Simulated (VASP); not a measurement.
# GaS (P6_3/mmc) in VASP: notebook

The runs below take GaS through relaxation of cell and atoms, single point, with PBEsol, r2SCAN.

All numbers are computed with VASP 6.6.1; they aren't measurements. Logs are shortened: lines on timing, memory, paths and dates and some standing lists are left out, and cuts for length are marked.

**The experiment to reproduce.**

From “Vapor-liquid-solid growth of highly-mismatched semiconductor nanowires with high-fidelity van der Waals layer stacking”, 2022, arxiv:2211.03366, for a bulk crystal of GaS at 300 K: band gap 2.53 eV (indirect).

The runs below are set against these values where they give the same quantity.

## Step 1: The cell of the first run

The structure is hexagonal, space group P6_3/mmc (No. 194). Conventional cell: a = 3.585 Å, b = 3.585 Å, c = 15.500 Å, α = 90.00°, β = 90.00°, γ = 120.00°. Ga (site symmetry 3m) has 3 S at 2.34 Å and 1 Ga at 2.48 Å within 3.1 Å. S (site symmetry 3m) has 3 Ga at 2.34 Å within 3.1 Å.

## Step 2: Relaxation of cell and atoms, PBEsol

Contents of INCAR:

```
SYSTEM = GaS
PREC = Accurate
ENCUT = 500
EDIFF = 1E-7
ISMEAR = -1
SIGMA = 0.02
LREAL = .FALSE.
LASPH = .TRUE.
NELM = 120
ALGO = Normal
ISIF = 3
LWAVE = .FALSE.
LCHARG = .FALSE.
GGA = PS
IBRION = 2
NSW = 80
EDIFFG = -0.01
GGA_COMPAT = .FALSE.
NELMIN = 4
```

Contents of KPOINTS:

```
regular mesh
0
G
  12 12 2
  0 0 0
```

Contents of POSCAR:

```
GaS
1.0
    3.5850000000      0.0000000000      0.0000000000
   -1.7925000000      3.1047010700      0.0000000000
    0.0000000000      0.0000000000     15.5000000000
Ga S
4 4
Direct
    0.3333333300      0.6666666700      0.1700000000
    0.6666666700      0.3333333300      0.6700000000
    0.3333333300      0.6666666700      0.3300000000
    0.6666666700      0.3333333300      0.8300000000
    0.3333333300      0.6666666700      0.6000000000
    0.6666666700      0.3333333300      0.1000000000
    0.3333333300      0.6666666700      0.9000000000
    0.6666666700      0.3333333300      0.4000000000
```

Potentials or basis: VASP PAW PBE potentials, release 64 (Ga_d, S).

Started as:

```sh
cat potpaw_PBE.64/Ga_d/POTCAR potpaw_PBE.64/S/POTCAR > POTCAR
mpirun -np 1 vasp_std > vasp.out
```

OUTCAR:

```text
SYSTEM = GaS
   PREC = Accurate
   ENCUT = 500
   EDIFF = 1E-7
   ISMEAR = -1
   LREAL = .FALSE.
   LASPH = .TRUE.
   NELM = 120
   ISIF = 3
   GGA = PS
   IBRION = 2
   NSW = 80
   EDIFFG = -0.01
   NELMIN = 4

 ion  position               nearest neighbor table
   1  0.333  0.667  0.170-   6 2.34   6 2.34   6 2.34   3 2.48
   2  0.667  0.333  0.670-   5 2.34   5 2.34   5 2.34   4 2.48
   3  0.333  0.667  0.330-   8 2.34   8 2.34   8 2.34   1 2.48
   4  0.667  0.333  0.830-   7 2.34   7 2.34   7 2.34   2 2.48
   5  0.333  0.667  0.600-   2 2.34   2 2.34   2 2.34
   6  0.667  0.333  0.100-   1 2.34   1 2.34   1 2.34
   7  0.333  0.667  0.900-   4 2.34   4 2.34   4 2.34
   8  0.667  0.333  0.400-   3 2.34   3 2.34   3 2.34

  LATTYP: Found a hexagonal cell.
 ALAT       =     3.5850000000
 C/A-ratio  =     4.3235704324

  Lattice vectors:

 A1 = (   3.5850000000,   0.0000000000,   0.0000000000)
 A2 = (  -1.7925000000,   3.1047010700,   0.0000000000)
 A3 = (   0.0000000000,   0.0000000000,  15.5000000000)

Analysis of symmetry for initial positions (statically):
=====================================================================
 Subroutine PRICEL returns:
 Original cell was already a primitive cell.

 Routine SETGRP: Setting up the symmetry group for a
 hexagonal supercell.

 Subroutine GETGRP returns: Found 24 space group operations
 (whereof 12 operations were pure point group operations)
 out of a pool of 24 trial point group operations.

The static configuration has the point symmetry D_3d.
 The point group associated with its full space group is D_6h.

Analysis of symmetry for dynamics (positions and initial velocities):
=====================================================================
 Subroutine PRICEL returns:
 Original cell was already a primitive cell.

 Routine SETGRP: Setting up the symmetry group for a
 hexagonal supercell.

 Subroutine GETGRP returns: Found 24 space group operations
 (whereof 12 operations were pure point group operations)
 out of a pool of 24 trial point group operations.

The dynamic configuration has the point symmetry D_3d.
 The point group associated with its full space group is D_6h.

 Subroutine INISYM returns: Found 24 space group operations
 (whereof 12 operations are pure point group operations),
 and found     1 'primitive' translations

----------------------------------------------------------------------------------------

                                     Primitive cell

  volume of cell :     172.5205

  direct lattice vectors                    reciprocal lattice vectors
     3.585000000  0.000000000  0.000000000     0.278940028  0.161046100  0.000000000
    -1.792500000  3.104701070  0.000000000     0.000000000  0.322092201  0.000000000
     0.000000000  0.000000000 15.500000000     0.000000000  0.000000000  0.064516129

  length of vectors
     3.585000000  3.584999998 15.500000000     0.322092200  0.322092201  0.064516129

  position of ions in fractional coordinates (direct lattice)
     0.333333330  0.666666670  0.170000000
     0.666666670  0.333333330  0.670000000
     0.333333330  0.666666670  0.330000000
     0.666666670  0.333333330  0.830000000
     0.333333330  0.666666670  0.600000000
     0.666666670  0.333333330  0.100000000
     0.333333330  0.666666670  0.900000000
     0.666666670  0.333333330  0.400000000

  ion indices of the primitive-cell ions
   primitive index   ion index
                 1           1
                 2           2
                 3           3
                 4           4
                 5           5
                 6           6
                 7           7
                 8           8

----------------------------------------------------------------------------------------

 KPOINTS: regular mesh

Automatic generation of k-mesh.
 Grid dimensions read from file:
 generate k-points for:   12   12    2

 Generating k-lattice:

  Cartesian coordinates                     Fractional coordinates (reciprocal lattice)
     0.023245002  0.013420508  0.000000000     0.083333333  0.000000000  0.000000000
     0.000000000  0.026841017  0.000000000     0.000000000  0.083333333  0.000000000
     0.000000000  0.000000000  0.032258065     0.000000000  0.000000000  0.500000000

  Length of vectors
     0.026841017  0.026841017  0.032258065

  Shift w.r.t. Gamma in fractional coordinates (k-lattice)
     0.000000000  0.000000000  0.000000000

 Subroutine IBZKPT returns following result:
 ===========================================

 Found     38 irreducible k-points:

 Following reciprocal coordinates:
            Coordinates               Weight
  0.000000  0.000000  0.000000      1.000000
  0.083333  0.000000  0.000000      6.000000
  0.166667  0.000000  0.000000      6.000000
  0.250000 -0.000000  0.000000      6.000000
  0.333333  0.000000  0.000000      6.000000
  0.416667  0.000000  0.000000      6.000000
[... 16 lines left out ...]
  0.250000 -0.000000  0.500000      6.000000
  0.333333  0.000000  0.500000      6.000000
 [... further k-points ...]
   k-points           NKPTS =     38   k-points in BZ     NKDIM =     38   number of bands    NBANDS=     45
   number of dos      NEDOS =    301   number of ions     NIONS =      8
   total plane-waves  NPLWV =  94080
   dimension x,y,z NGX =    28 NGY =   28 NGZ =  120
   dimension x,y,z NGXF=    56 NGYF=   56 NGZF=  240
   ions per type =               4   4
   NGX,Y,Z   is equivalent  to a cutoff of  12.98, 12.98, 12.87 a.u.
   NGXF,Y,Z  is equivalent  to a cutoff of  25.97, 25.97, 25.74 a.u.
 SYSTEM =  GaS
   PREC   = accura    normal or accurate (medium, high low for compatibility)
   ISTART =      0    job   : 0-new  1-cont  2-samecut
   ICHARG =      2    charge: 1-file 2-atom 10-const
   ISPIN  =      1    spin polarized calculation?
   LNONCOLLINEAR =      F non collinear calculations
   LSORBIT =      F    spin-orbit coupling
   LASPH  =      T    aspherical Exc in radial PAW
   ENCUT  =  500.0 eV  36.75 Ry    6.06 a.u.   6.54  6.54 28.26*2*pi/ulx,y,z
   NELM   =    120;   NELMIN=  4; NELMDL= -5     # of ELM steps
   EDIFF  = 0.1E-06   stopping-criterion for ELM
   LREAL  =      F    real-space projection
   EDIFFG = -.1E-01   stopping-criterion for IOM
   NSW    =     80    number of steps for IOM
   IBRION =      2    ionic relax: 0-MD 1-quasi-New 2-CG
   NFREE  =      1    steps in history (QN), initial steepest desc. (CG)
   ISIF   =      3    stress and relaxation
   ISYM   =      2    0-nonsym 1-usesym 2-fastsym
   POTIM  = 0.5000    time-step for ionic-motion
   TEBEG  =    0.0;   TEEND  =   0.0 temperature during run
   PSTRESS=    0.0 pullay stress
   NELECT =      76.0000    total number of electrons
   NUPDOWN=      -1.0000    fix difference up-down
   EMIN   =  10.00;   EMAX   =-10.00  energy-range for DOS
   EFERMI =   0.00;   METHOD = LEGACY
   ISMEAR =    -1;   SIGMA  =   0.02  broadening in eV -4-tet -1-fermi 0-gaus
   EFERMI_NEDOS =   21; number of points for ismear=-14 and -15
   IALGO  =     38    algorithm
   IMIX   =      4    mixing-type and parameters
     AMIX     =   0.40;   BMIX     =  1.00
     AMIX_MAG =   1.60;   BMIX_MAG =  1.00
  volume/ion in A,a.u.               =      21.57       145.53
  Fermi-wavevector in a.u.,A,eV,Ry     =   1.245659  2.353954 21.111700  1.551666
  Thomas-Fermi vector in A             =   2.379871
   LORBIT       =      0    0 simple, 1 ext, 2 COOP (PROOUT), +10 PAW based schemes
   GGA     = PS    functional components
   LHFCALC =     F    Hartree Fock is set to
   AEXX    =    0.0000 exact exchange contribution
   IVDW    =     0    specifies the selected vdW correction
   LEPSILON=     F    determine dielectric tensor
   LRPA    =     F    only Hartree local field effects (RPA)
 conjugate gradient relaxation of ions
 non-spin polarized calculation
  energy-cutoff  :      500.00
  volume of cell :      172.52
 maximum number of plane-waves:      4437
 NGX is ok and might be reduce to    28
   NGX = 13   NGY = 13   NGZ = 57

--------------------------------------- Ionic step        1  -------------------------------------------

 number of electron      76.0000014 magnetization

 Free energy of the ion-electron system (eV)
  ---------------------------------------------------
  ext. energy  EPLUGINS =         0.00000000
  ---------------------------------------------------
  free energy    TOTEN  =       -36.16316082 eV

  energy without entropy =      -36.16316082  energy(sigma->0) =      -36.16316082

------------------------ aborting loop because EDIFF is reached ----------------------------------------

  FORCE on cell =-STRESS in cart. coord.  units (eV):
  Direction    XX          YY          ZZ          XY          YZ          ZX
  --------------------------------------------------------------------------------------
  -------------------------------------------------------------------------------------
  Total       -0.8780758     -0.8780758     -1.2881823      0.0000000      0.0000000      0.0000000
  in kB       -8.1545869     -8.1545869    -11.9631976      0.0000000      0.0000000      0.0000000
  external PRESSURE =      -9.4241238 kB  Pullay stress =       0.0000000 kB
[... 29 lines left out ...]
--------------------------------------- Ionic step        2  -------------------------------------------

 number of electron      76.0000041 magnetization

 E-fermi :   4.4333     XC(G=0):  -9.7796

 val. band max:        4.0514282486   @ k =   0.0000   0.0000   0.0000
 cond. band min:       5.5016922916   @ k =   0.5000  -0.0000   0.0000
 fundamental gap:      1.4502640430
 Fermi energy:         4.4332959046

 k-point     1 :       0.0000    0.0000    0.0000
  band No.  band energies     occupation
      1     -10.9392      2.00000
      2     -10.9331      2.00000
      3     -10.7932      2.00000
      4     -10.7932      2.00000
      5     -10.7930      2.00000
      6     -10.7930      2.00000
[... 1220 lines left out ...]
  FREE ENERGIE OF THE ION-ELECTRON SYSTEM (eV)
  ---------------------------------------------------
  free  energy   TOTEN  =       -36.1770920002 eV

  energy  without entropy=      -36.1770920002  energy(sigma->0) =      -36.17709200

[... ionic steps 4 to 18 ...]

--------------------------------------- Ionic step       19  -------------------------------------------

 number of electron      76.0000034 magnetization

------------------------ aborting loop because EDIFF is reached ----------------------------------------
[... 79 lines left out ...]
--------------------------------------- Ionic step       21  -------------------------------------------

 number of electron      76.0000034 magnetization

 Free energy of the ion-electron system (eV)
  ---------------------------------------------------
  ext. energy  EPLUGINS =         0.00000000
  ---------------------------------------------------
  free energy    TOTEN  =       -36.19196953 eV

  energy without entropy =      -36.19196953  energy(sigma->0) =      -36.19196953

 E-fermi :   3.9763     XC(G=0):  -9.5688

 val. band max:        3.5441236991   @ k =   0.0000   0.0000   0.0000
 cond. band min:       5.2402790080   @ k =   0.5000  -0.0000   0.0000
 fundamental gap:      1.6961553089
 Fermi energy:         3.9763393905

 k-point     1 :       0.0000    0.0000    0.0000
  band No.  band energies     occupation
      1     -11.2520      2.00000
      2     -11.2489      2.00000
      3     -11.1080      2.00000
      4     -11.1080      2.00000
      5     -11.1079      2.00000
      6     -11.1079      2.00000
[... 1178 lines left out ...]
  FREE ENERGIE OF THE ION-ELECTRON SYSTEM (eV)
  ---------------------------------------------------
  free  energy   TOTEN  =       -36.1919695313 eV

  energy  without entropy=      -36.1919695313  energy(sigma->0) =      -36.19196953

 reached required accuracy - stopping structural energy minimisation
```

It took 34 min on 1 thread of AMD EPYC 9R45 (Zen 5), shared host; peak memory 0.41 GiB.

Results:

| Property | Result |
| --- | --- |
| Free energy | -36.1920 eV |
| Relaxed volume | 21.89 Å³/atom |
| Relaxed cell | a = 3.567 Å, b = 3.567 Å, c = 15.894 Å, α = 90.00°, β = 90.00°, γ = 120.00° |
| Space group after relaxing (to 0.1 Å) | P6_3/mmc (No. 194) |
| Energy gained by relaxing | 3.6 meV/atom |
| Ionic steps | 21 |
| Pressure after relaxing | 0.0 GPa |
| Band gap on the k mesh | 1.70 eV (least direct gap 1.88 eV) |

The path:
```
step  energy change (eV)  largest force (eV/Å)  pressure (GPa)  volume (Å³)
   1              0.0000                0.2154           -0.94       172.52
   2             -0.0137                0.0861            0.35       169.37
   3             -0.0139                0.1010            0.21       169.70
   4             -0.0155                0.0673            0.03       170.07
   5             -0.0156                0.0728            0.01       170.11
   6             -0.0173                0.0742            0.02       170.38
   7             -0.0209                0.0787            0.04       171.11
   8             -0.0223                0.0918            0.10       172.57
   9             -0.0226                0.0872            0.05       172.16
  10             -0.0243                0.0700            0.09       172.52
  11             -0.0276                0.0186            0.17       173.60
  12             -0.0266                0.0820            0.34       175.78
  13             -0.0284                0.0269            0.19       174.56
  14             -0.0284                0.0192            0.23       174.39
  15             -0.0287                0.0166           -0.11       175.55
  16             -0.0288                0.0099            0.02       175.11
  17             -0.0288                0.0117           -0.04       175.22
  18             -0.0288                0.0108           -0.01       175.16
  19             -0.0288                0.0113           -0.05       175.18
  20             -0.0288                0.0135            0.07       175.01
  21             -0.0288                0.0019            0.00       175.09
```

Final structure:
```yaml
crystal:
  lattice:
    - [3.56657, 0.00000, 0.00000]
    - [-1.78329, 3.08874, 0.00000]
    - [0.00000, 0.00000, 15.89389]
  atoms:
    - { symbol: Ga, position: [0.33333, 0.66667, 0.17340] }
    - { symbol: Ga, position: [0.66667, 0.33333, 0.67340] }
    - { symbol: Ga, position: [0.33333, 0.66667, 0.32660] }
    - { symbol: Ga, position: [0.66667, 0.33333, 0.82660] }
    - { symbol: S, position: [0.33333, 0.66667, 0.60505] }
    - { symbol: S, position: [0.66667, 0.33333, 0.10505] }
    - { symbol: S, position: [0.33333, 0.66667, 0.89495] }
    - { symbol: S, position: [0.66667, 0.33333, 0.39495] }
```

Levels at points of the mesh, in eV from the valence-band top:
```csv
k point,band 36,band 37,band 38,band 39,band 40,band 41
"(0.00, 0.00, 0.00)",-1.24,-1.24,0.00,1.88,2.49,3.03
"(0.50, 0.00, 0.00)",-2.27,-2.02,-1.62,1.70,1.94,2.10
"(0.00, 0.00, 0.50)",-1.26,-0.62,-0.62,2.25,2.25,3.09
"(0.50, 0.00, 0.50)",-2.45,-1.82,-1.82,1.87,1.87,2.22
```

Caveat: the PAW data sets were made with another functional, which shifts forces and pressure a little; this functional lacks dispersion, which binds layers or chains, so the pressure and a relaxed spacing across them are unreliable.

## Step 3: Single point, r2SCAN

This run uses another cell than the first one, of 22.55 Å³/atom.

Contents of POSCAR:

```
GaS
1.0
    3.5945593773      0.0000000000      0.0000000000
   -1.7972796887      3.1129797362      0.0000000000
    0.0000000000      0.0000000000     16.1204155862
Ga S
4 4
Direct
    0.3333333333      0.6666666667      0.1741634315
    0.6666666667      0.3333333333      0.6741634315
    0.3333333333      0.6666666667      0.3258365685
    0.6666666667      0.3333333333      0.8258365685
    0.3333333333      0.6666666667      0.6079874363
    0.6666666667      0.3333333333      0.1079874363
    0.3333333333      0.6666666667      0.8920125637
    0.6666666667      0.3333333333      0.3920125637
```

Contents of INCAR.step1:

```
PREC = Accurate ; ENCUT = 550
ISMEAR = -1 ; SIGMA = 0.02
LREAL = False ; LASPH = True
NELM = 120 ; NBANDS = 48
GGA = PE ; ALGO = Normal
EDIFF = 1E-5 ; LWAVE = True
LCHARG = False ; GGA_COMPAT = False
```

Contents of INCAR.step2:

```
PREC = Accurate ; ENCUT = 550
EDIFF = 1E-6 ; ISMEAR = -1
SIGMA = 0.02 ; LREAL = False
LASPH = True ; NELM = 120
ALGO = Normal ; ISIF = 2
LWAVE = False ; LCHARG = False
METAGGA = R2SCAN ; LMIXTAU = True
NBANDS = 48 ; ISTART = 1
GGA_COMPAT = False
```

Contents of KPOINTS:

```
regular mesh
0
Gamma
  12 12 2
```

Potentials or basis: VASP PAW PBE potentials, release 64 (Ga_d, S).

Started as:

```sh
cat potpaw_PBE.64/Ga_d/POTCAR potpaw_PBE.64/S/POTCAR > POTCAR
cp INCAR.step1 INCAR
mpirun -np 1 vasp_std > vasp.out
cp INCAR.step2 INCAR
mpirun -np 1 vasp_std > vasp.out
```

It took 19 min on 1 thread of AMD EPYC 9R45 (Zen 5), shared host; peak memory 0.48 GiB.

Results (log left out):

```
Free energy            : -84.0104 eV
Pressure               : 0.0 GPa
Largest force          : 0.013 eV/Å
Band gap on the k mesh : 2.13 eV (least direct gap 2.35 eV)
```

Forces in eV/Å, atoms in the order of the input:
```
Ga   0.000  0.000  0.010
Ga   0.000  0.000  0.010
Ga   0.000  0.000 -0.010
Ga   0.000  0.000 -0.010
S    0.000  0.000 -0.013
S    0.000  0.000 -0.013
S    0.000  0.000  0.013
S    0.000  0.000  0.013
```

Levels at points of the mesh, in eV from the valence-band top:
| k point | band 34 | band 35 | band 36 | band 37 | band 38 | band 39 | band 40 | band 41 | band 42 | band 43 |
| --- | --- | --- | --- | --- | --- | --- | --- | --- | --- | --- |
| (0.00, 0.00, 0.00) | -1.43 | -1.38 | -1.38 | -1.07 | 0.00 | 2.35 | 2.85 | 3.53 | 3.64 | 5.12 |
| (0.50, 0.00, 0.00) | -2.65 | -2.59 | -2.31 | -1.94 | -1.62 | 2.13 | 2.40 | 2.46 | 2.87 | 4.54 |
| (0.00, 0.00, 0.50) | -1.40 | -1.40 | -1.40 | -0.53 | -0.53 | 2.64 | 2.64 | 3.58 | 3.58 | 5.15 |
| (0.50, 0.00, 0.50) | -2.62 | -2.46 | -2.46 | -1.78 | -1.78 | 2.28 | 2.28 | 2.64 | 2.64 | 4.50 |

Caveat: the PAW data sets were made with another functional, which shifts forces and pressure a little.

## Step 4: Comparison with measurements

Step 3. Measured gap of GaS: 2.53 eV (indirect; 300 K; quoted in “Vapor-liquid-solid growth of highly-mismatched semiconductor nanowires with high-fidelity van der Waals layer stacking”, 2022, arxiv:2211.03366). This calculation gives 2.13 eV (-0.40 eV). 2 values of this kind are on record (2.53 to 2.59 eV); this one was drawn at random. Spin-orbit coupling on Ga is left out. The value is that of r2SCAN on a finite k mesh, which can miss the band edges, without temperature or zero-point motion.
